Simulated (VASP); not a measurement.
# KZnF3 (Pm-3m) in VASP: notebook

KZnF3 is run at these levels: r2SCAN+rVV10; tasks: single point, relaxation of cell and atoms.

All numbers are computed with VASP 6.6.1; they aren't measurements. Logs are shortened: lines on timing, memory, paths and dates and some standing lists are left out, and cuts for length are marked.

## (1) The cell of the first run

It takes space group Pm-3m (No. 221, cubic). The conventional cell has a = 4.027 Å, b = 4.027 Å, c = 4.027 Å, α = 90.00°, β = 90.00°, γ = 90.00°. K (site symmetry m-3m) has 12 F at 2.85 Å and 8 Zn at 3.49 Å within 3.8 Å. Zn (site symmetry m-3m) has 6 F at 2.01 Å within 2.7 Å. Within 2.7 Å of F (site symmetry 4/mmm) lie 2 Zn at 2.01 Å.

## (2) Single point, r2SCAN+rVV10

Input file POSCAR:

```
KZnF3
1.0
    4.0270278051      0.0000000000      0.0000000000
    0.0000000000      4.0270278051      0.0000000000
    0.0000000000      0.0000000000      4.0270278051
K Zn F
1 1 3
Direct
    0.0000000000      0.0000000000      0.0000000000
    0.5000000000      0.5000000000      0.5000000000
    0.5000000000      0.5000000000      0.0000000000
    0.5000000000      0.0000000000      0.5000000000
    0.0000000000      0.5000000000      0.5000000000
```

Input file INCAR.step1:

```
  PREC = Accurate
  ENCUT = 520
  ISMEAR = -1
  SIGMA = 0.03
  LREAL = F
  LASPH = T
  NELM = 60
  NBANDS = 29
  GGA = PE
  ALGO = Normal
  EDIFF = 1E-4
  LWAVE = T
  LCHARG = F
```

Input file INCAR.step2:

```
  PREC = Accurate
  ENCUT = 520
  EDIFF = 1E-6
  ISMEAR = -1
  SIGMA = 0.03
  LREAL = F
  LASPH = T
  NELM = 60
  ALGO = Normal
  ISIF = 2
  LWAVE = F
  LCHARG = F
  METAGGA = R2SCAN
  LMIXTAU = T
  LUSE_VDW = T
  IVDW_NL = 2
  BPARAM = 11.95
  CPARAM = 0.0093
  NBANDS = 29
  ISTART = 1
```

Input file KPOINTS:

```
regular mesh
0
Gamma
  6 6 6
```

Potentials or basis: VASP PAW PBE potentials, release 64 (K_sv, Zn, F).

Command:

```bash
> cat potpaw_PBE.64/K_sv/POTCAR potpaw_PBE.64/Zn/POTCAR potpaw_PBE.64/F/POTCAR > POTCAR
> cp INCAR.step1 INCAR
> mpirun -np 1 vasp_std > vasp.out
> cp INCAR.step2 INCAR
> mpirun -np 1 vasp_std > vasp.out
```

OUTCAR:

```text
PREC = Accurate
   ENCUT = 520
   EDIFF = 1E-6
   ISMEAR = -1
   LREAL = F
   LASPH = T
   NELM = 60
   ISIF = 2
   METAGGA = R2SCAN
   IVDW_NL = 2
   BPARAM = 11.95
   ISTART = 1

 ion  position               nearest neighbor table
   1  0.000  0.000  0.000-   3 2.85   4 2.85   5 2.85   4 2.85   5 2.85   3 2.85   5 2.85   5 2.85
                             3 2.85   4 2.85   4 2.85   3 2.85
   2  0.500  0.500  0.500-   3 2.01   4 2.01   5 2.01   3 2.01   4 2.01   5 2.01
   3  0.500  0.500  0.000-   2 2.01   2 2.01   1 2.85   1 2.85   1 2.85   1 2.85
   4  0.500  0.000  0.500-   2 2.01   2 2.01   1 2.85   1 2.85   1 2.85   1 2.85
   5  0.000  0.500  0.500-   2 2.01   2 2.01   1 2.85   1 2.85   1 2.85   1 2.85

  LATTYP: Found a simple cubic cell.
 ALAT       =     4.0270278051

  Lattice vectors:

 A1 = (   4.0270278051,   0.0000000000,   0.0000000000)
 A2 = (   0.0000000000,   4.0270278051,   0.0000000000)
 A3 = (   0.0000000000,   0.0000000000,   4.0270278051)

Analysis of symmetry for initial positions (statically):
=====================================================================
 Subroutine PRICEL returns:
 Original cell was already a primitive cell.

 Routine SETGRP: Setting up the symmetry group for a
 simple cubic supercell.

 Subroutine GETGRP returns: Found 48 space group operations
 (whereof 48 operations were pure point group operations)
 out of a pool of 48 trial point group operations.

The static configuration has the point symmetry O_h .

Analysis of symmetry for dynamics (positions and initial velocities):
=====================================================================
 Subroutine PRICEL returns:
 Original cell was already a primitive cell.

 Routine SETGRP: Setting up the symmetry group for a
 simple cubic supercell.

 Subroutine GETGRP returns: Found 48 space group operations
 (whereof 48 operations were pure point group operations)
 out of a pool of 48 trial point group operations.

The dynamic configuration has the point symmetry O_h .

 Subroutine INISYM returns: Found 48 space group operations
 (whereof 48 operations are pure point group operations),
 and found     1 'primitive' translations

----------------------------------------------------------------------------------------

                                     Primitive cell

  volume of cell :      65.3061

  direct lattice vectors                    reciprocal lattice vectors
     4.027027805  0.000000000  0.000000000     0.248322100  0.000000000  0.000000000
     0.000000000  4.027027805  0.000000000     0.000000000  0.248322100  0.000000000
     0.000000000  0.000000000  4.027027805     0.000000000  0.000000000  0.248322100

  length of vectors
     4.027027805  4.027027805  4.027027805     0.248322100  0.248322100  0.248322100

  position of ions in fractional coordinates (direct lattice)
     0.000000000  0.000000000  0.000000000
     0.500000000  0.500000000  0.500000000
     0.500000000  0.500000000  0.000000000
     0.500000000  0.000000000  0.500000000
     0.000000000  0.500000000  0.500000000

  ion indices of the primitive-cell ions
   primitive index   ion index
                 1           1
                 2           2
                 3           3
                 4           4
                 5           5

----------------------------------------------------------------------------------------

 KPOINTS: regular mesh

Automatic generation of k-mesh.
 Grid dimensions read from file:
 generate k-points for:    6    6    6

 Generating k-lattice:

  Cartesian coordinates                     Fractional coordinates (reciprocal lattice)
     0.041387017  0.000000000  0.000000000     0.166666667  0.000000000  0.000000000
     0.000000000  0.041387017  0.000000000     0.000000000  0.166666667  0.000000000
     0.000000000  0.000000000  0.041387017     0.000000000  0.000000000  0.166666667

  Length of vectors
     0.041387017  0.041387017  0.041387017

  Shift w.r.t. Gamma in fractional coordinates (k-lattice)
     0.000000000  0.000000000  0.000000000

 Subroutine IBZKPT returns following result:
 ===========================================

 Found     20 irreducible k-points:

 Following reciprocal coordinates:
            Coordinates               Weight
  0.000000  0.000000  0.000000      1.000000
  0.166667  0.000000  0.000000      6.000000
  0.333333  0.000000  0.000000      6.000000
  0.500000  0.000000  0.000000      3.000000
  0.166667  0.166667  0.000000     12.000000
  0.333333  0.166667  0.000000     24.000000
[... 12 lines left out ...]
  0.500000  0.500000  0.333333      6.000000
  0.500000  0.500000  0.500000      1.000000
   k-points           NKPTS =     20   k-points in BZ     NKDIM =     20   number of bands    NBANDS=     29
   number of dos      NEDOS =    301   number of ions     NIONS =      5
   total plane-waves  NPLWV =  27000
   dimension x,y,z NGX =    30 NGY =   30 NGZ =   30
   dimension x,y,z NGXF=    60 NGYF=   60 NGZF=   60
   ions per type =               1   1   3
   NGX,Y,Z   is equivalent  to a cutoff of  12.38, 12.38, 12.38 a.u.
   NGXF,Y,Z  is equivalent  to a cutoff of  24.77, 24.77, 24.77 a.u.
 SYSTEM =  unknown system
   PREC   = accura    normal or accurate (medium, high low for compatibility)
   ISTART =      1    job   : 0-new  1-cont  2-samecut
   ICHARG =      0    charge: 1-file 2-atom 10-const
   ISPIN  =      1    spin polarized calculation?
   LNONCOLLINEAR =      F non collinear calculations
   LSORBIT =      F    spin-orbit coupling
   LASPH  =      T    aspherical Exc in radial PAW
   ENCUT  =  520.0 eV  38.22 Ry    6.18 a.u.   7.49  7.49  7.49*2*pi/ulx,y,z
   NELM   =     60;   NELMIN=  2; NELMDL=  0     # of ELM steps
   EDIFF  = 0.1E-05   stopping-criterion for ELM
   LREAL  =      F    real-space projection
   EDIFFG = 0.1E-04   stopping-criterion for IOM
   NSW    =      0    number of steps for IOM
   IBRION =     -1    ionic relax: 0-MD 1-quasi-New 2-CG
   NFREE  =      0    steps in history (QN), initial steepest desc. (CG)
   ISIF   =      2    stress and relaxation
   ISYM   =      2    0-nonsym 1-usesym 2-fastsym
   POTIM  = 0.5000    time-step for ionic-motion
   TEBEG  =    0.0;   TEEND  =   0.0 temperature during run
   PSTRESS=    0.0 pullay stress
   NELECT =      42.0000    total number of electrons
   NUPDOWN=      -1.0000    fix difference up-down
   EMIN   =  10.00;   EMAX   =-10.00  energy-range for DOS
   EFERMI =   0.00;   METHOD = LEGACY
   ISMEAR =    -1;   SIGMA  =   0.03  broadening in eV -4-tet -1-fermi 0-gaus
   EFERMI_NEDOS =   21; number of points for ismear=-14 and -15
   IALGO  =     38    algorithm
   IMIX   =      4    mixing-type and parameters
     AMIX     =   0.40;   BMIX     =  1.00
     AMIX_MAG =   1.60;   BMIX_MAG =  1.00
  volume/ion in A,a.u.               =      13.06        88.14
  Fermi-wavevector in a.u.,A,eV,Ry     =   1.413101  2.670374 27.168866  1.996855
  Thomas-Fermi vector in A             =   2.534782
   LORBIT       =      0    0 simple, 1 ext, 2 COOP (PROOUT), +10 PAW based schemes
   METAGGA = R2SCAN    functional components
   LHFCALC =     F    Hartree Fock is set to
   AEXX    =    0.0000 exact exchange contribution
   IVDW_NL    =     2    kernel type
   BPARAM     =11.9500
   IVDW    =     0    specifies the selected vdW correction
   LEPSILON=     F    determine dielectric tensor
   LRPA    =     F    only Hartree local field effects (RPA)
 non-spin polarized calculation
  energy-cutoff  :      520.00
  volume of cell :       65.31
 maximum number of plane-waves:      1791
 NGX is ok and might be reduce to    30
   NGX = 15   NGY = 15   NGZ = 15

 number of electron      41.9999990 magnetization

 Free energy of the ion-electron system (eV)
  ---------------------------------------------------
  ext. energy  EPLUGINS =         0.00000000
  ---------------------------------------------------
  free energy    TOTEN  =       -37.00265148 eV

  energy without entropy =      -37.00265148  energy(sigma->0) =      -37.00265148

 E-fermi :  -0.3699     XC(G=0): -10.6376

 val. band max:       -1.0588006057   @ k =   0.5000   0.5000   0.5000
 cond. band min:       3.5094250036   @ k =   0.0000   0.0000   0.0000
 fundamental gap:      4.5682256093
 Fermi energy:        -0.3698550491

 k-point     1 :       0.0000    0.0000    0.0000
  band No.  band energies     occupation
      1     -29.2866      2.00000
      2     -24.0633      2.00000
      3     -23.4422      2.00000
      4     -23.4422      2.00000
      5     -12.0158      2.00000
      6     -12.0158      2.00000
[... 21 lines left out ...]
     28      10.6459      0.00000
     29      14.1897      0.00000

 k-point     2 :       0.1667    0.0000    0.0000
  band No.  band energies     occupation
      1     -29.2803      2.00000
      2     -24.0311      2.00000
      3     -23.4723      2.00000
      4     -23.4405      2.00000
      5     -12.0147      2.00000
      6     -12.0037      2.00000
[... 21 lines left out ...]
     28      10.7244      0.00000
     29      13.9332      0.00000

 k-point     3 :       0.3333    0.0000    0.0000
  band No.  band energies     occupation
      1     -29.2677      2.00000
      2     -23.9567      2.00000
      3     -23.5431      2.00000
      4     -23.4368      2.00000
      5     -12.0124      2.00000
      6     -11.9792      2.00000
[... 21 lines left out ...]
     28      10.8957      0.00000
     29      13.3805      0.00000

 k-point     4 :       0.5000    0.0000    0.0000
  band No.  band energies     occupation
      1     -29.2613      2.00000
      2     -23.9079      2.00000
      3     -23.5892      2.00000
      4     -23.4354      2.00000
      5     -12.0112      2.00000
      6     -11.9669      2.00000
[... 469 lines left out ...]
     28      12.3333      0.00000
     29      12.3503      0.00000

 k-point    19 :       0.5000    0.5000    0.3333
  band No.  band energies     occupation
      1     -29.2350      2.00000
      2     -23.6089      2.00000
      3     -23.5942      2.00000
      4     -23.5942      2.00000
      5     -12.1617      2.00000
      6     -12.1617      2.00000
[... 21 lines left out ...]
     28      12.2776      0.00000
     29      12.7240      0.00000

 k-point    20 :       0.5000    0.5000    0.5000
  band No.  band energies     occupation
      1     -29.2321      2.00000
      2     -23.5900      2.00000
      3     -23.5900      2.00000
      4     -23.5900      2.00000
      5     -12.1865      2.00000
      6     -12.1865      2.00000
[... 21 lines left out ...]
     28      12.2204      0.00000
     29      13.2402      0.00000

------------------------ aborting loop because EDIFF is reached ----------------------------------------

  FORCE on cell =-STRESS in cart. coord.  units (eV):
  Direction    XX          YY          ZZ          XY          YZ          ZX
  --------------------------------------------------------------------------------------
  -------------------------------------------------------------------------------------
  Total        0.1776124      0.1776124      0.1776124      0.0000000      0.0000000     -0.0000000
  in kB        4.3574254      4.3574254      4.3574254      0.0000000      0.0000000     -0.0000000
  external PRESSURE =       4.3574254 kB  Pullay stress =       0.0000000 kB

 VOLUME and BASIS-vectors are now :
 -----------------------------------------------------------------------------
  energy-cutoff  :      520.00
  volume of cell :       65.31
      direct lattice vectors                 reciprocal lattice vectors
     4.027027805  0.000000000  0.000000000     0.248322100  0.000000000  0.000000000
     0.000000000  4.027027805  0.000000000     0.000000000  0.248322100  0.000000000
     0.000000000  0.000000000  4.027027805     0.000000000  0.000000000  0.248322100

 POSITION                                       TOTAL-FORCE (eV/Angst)
 -----------------------------------------------------------------------------------
      0.00000      0.00000      0.00000         0.000000      0.000000      0.000000
      2.01351      2.01351      2.01351         0.000000      0.000000      0.000000
      2.01351      2.01351      0.00000         0.000000      0.000000      0.000000
      2.01351      0.00000      2.01351         0.000000      0.000000      0.000000
      0.00000      2.01351      2.01351         0.000000      0.000000      0.000000
 -----------------------------------------------------------------------------------
    total drift:                                0.000000      0.000000     -0.000000

  FREE ENERGIE OF THE ION-ELECTRON SYSTEM (eV)
  ---------------------------------------------------
  free  energy   TOTEN  =       -37.0026514840 eV

  energy  without entropy=      -37.0026514840  energy(sigma->0) =      -37.00265148
```

Wall time 3.6 min (1 thread of Oxide Virtual Turin-like, shared host); peak memory 0.27 GiB.

What came out:

```
Free energy            : -37.0027 eV
Pressure               : 0.4 GPa
Band gap on the k mesh : 4.57 eV, indirect (least direct gap 6.67 eV)
```

Levels at points of the mesh, in eV from the valence-band top:
| k point | band 18 | band 19 | band 20 | band 21 | band 22 | band 23 | band 24 | band 25 |
| --- | --- | --- | --- | --- | --- | --- | --- | --- |
| (0.00, 0.00, 0.00) | -2.34 | -2.10 | -2.10 | -2.10 | 4.57 | 9.13 | 9.13 | 10.23 |
| (0.50, 0.00, 0.00) | -2.28 | -1.87 | -1.87 | -1.52 | 7.41 | 8.95 | 10.14 | 11.82 |
| (0.50, 0.50, 0.00) | -1.95 | -1.95 | -1.76 | 0.00 | 8.87 | 10.72 | 10.99 | 10.99 |
| (0.50, 0.50, 0.50) | -1.74 | -1.74 | 0.00 | 0.00 | 9.11 | 9.11 | 9.11 | 11.29 |

Caveat: the PAW data sets were made with another functional, which shifts forces and pressure a little. r2SCAN opens gaps a little over a GGA but as a rule still falls short of measured ones.

## (3) Relaxation of cell and atoms, r2SCAN+rVV10

This run uses another cell than the first one, of 13.31 Å³/atom, 1.019 times its volume.

POSCAR: that of step 2 with these lines changed.

```diff
@@ -2,5 +2,5 @@
 1.0
-    4.0270278051      0.0000000000      0.0000000000
-    0.0000000000      4.0270278051      0.0000000000
-    0.0000000000      0.0000000000      4.0270278051
+    4.0523654643      0.0000000000      0.0000000000
+    0.0000000000      4.0523654643      0.0000000000
+    0.0000000000      0.0000000000      4.0523654643
 K Zn F
```

Input file INCAR.step1:

```
SYSTEM = KZnF3
PREC = Accurate
ENCUT = 600
ISMEAR = -1
SIGMA = 0.03
LREAL = .FALSE.
LASPH = .TRUE.
NELM = 60
GGA = PE
ALGO = Normal
EDIFF = 1E-4
LWAVE = .TRUE.
LCHARG = .FALSE.
```

Input file INCAR.step2:

```
SYSTEM = KZnF3
PREC = Accurate
ENCUT = 600
EDIFF = 1E-6
ISMEAR = -1
SIGMA = 0.03
LREAL = .FALSE.
LASPH = .TRUE.
NELM = 60
ALGO = Normal
ISIF = 3
LWAVE = .FALSE.
LCHARG = .FALSE.
METAGGA = R2SCAN
LMIXTAU = .TRUE.
LUSE_VDW = .TRUE.
IVDW_NL = 2
BPARAM = 11.95
CPARAM = 0.0093
IBRION = 2
NSW = 100
EDIFFG = -0.01
ISTART = 1
```

Input file KPOINTS:

```
regular mesh
0
G
  6 6 6
  0 0 0
```

Potentials or basis: VASP PAW PBE potentials, release 64 (K_sv, Zn, F).

Command:

```bash
> cat potpaw_PBE.64/K_sv/POTCAR potpaw_PBE.64/Zn/POTCAR potpaw_PBE.64/F/POTCAR > POTCAR
> cp INCAR.step1 INCAR
> mpirun -np 1 vasp_std > vasp.out
> cp INCAR.step2 INCAR
> mpirun -np 1 vasp_std > vasp.out
```

Run time: 5.8 min. Hardware: 1 thread of Oxide Virtual Turin-like, shared host; peak memory 0.32 GiB.

It converged, with:

| Quantity | Value |
| --- | --- |
| Free energy | -37.0160 eV |
| Relaxed volume | 13.08 Å³/atom |
| Relaxed cell | a = 4.029 Å, b = 4.029 Å, c = 4.029 Å, α = 90.00°, β = 90.00°, γ = 90.00° |
| Space group after relaxing (to 0.05 Å) | Pm-3m (No. 221) |
| Energy gained by relaxing | 1.1 meV/atom |
| Ionic steps | 2 |
| Pressure after relaxing | 0.1 GPa |
| Band gap on the k mesh | 4.57 eV, indirect (least direct gap 6.65 eV) |

The path:
```csv
step,energy change (eV),largest force (eV/Å),pressure (GPa),volume (Å³)
1,0.0000,0.0000,-1.43,66.55
2,-0.0054,0.0000,0.11,65.41
```

Final structure:
```
K Zn F
1.0
     4.02915    0.00000    0.00000
     0.00000    4.02915    0.00000
     0.00000    0.00000    4.02915
K Zn F
1 1 3
Direct
  0.00000 0.00000 0.00000
  0.50000 0.50000 0.50000
  0.50000 0.50000 0.00000
  0.50000 0.00000 0.50000
  0.00000 0.50000 0.50000
```

Levels at points of the mesh, in eV from the valence-band top:
| k point | band 17 | band 18 | band 19 | band 20 | band 21 | band 22 | band 23 | band 24 | band 25 |
| --- | --- | --- | --- | --- | --- | --- | --- | --- | --- |
| (0.00, 0.00, 0.00) | -2.33 | -2.33 | -2.09 | -2.09 | -2.09 | 4.57 | 9.14 | 9.14 | 10.23 |
| (0.50, 0.00, 0.00) | -2.27 | -2.27 | -1.86 | -1.86 | -1.52 | 7.40 | 8.95 | 10.15 | 11.83 |
| (0.50, 0.50, 0.00) | -2.13 | -1.94 | -1.94 | -1.75 | 0.00 | 8.87 | 10.73 | 10.98 | 10.98 |
| (0.50, 0.50, 0.50) | -1.73 | -1.73 | -1.73 | 0.00 | 0.00 | 9.12 | 9.12 | 9.12 | 11.28 |

Caveat: the PAW data sets were made with another functional, which shifts forces and pressure a little.
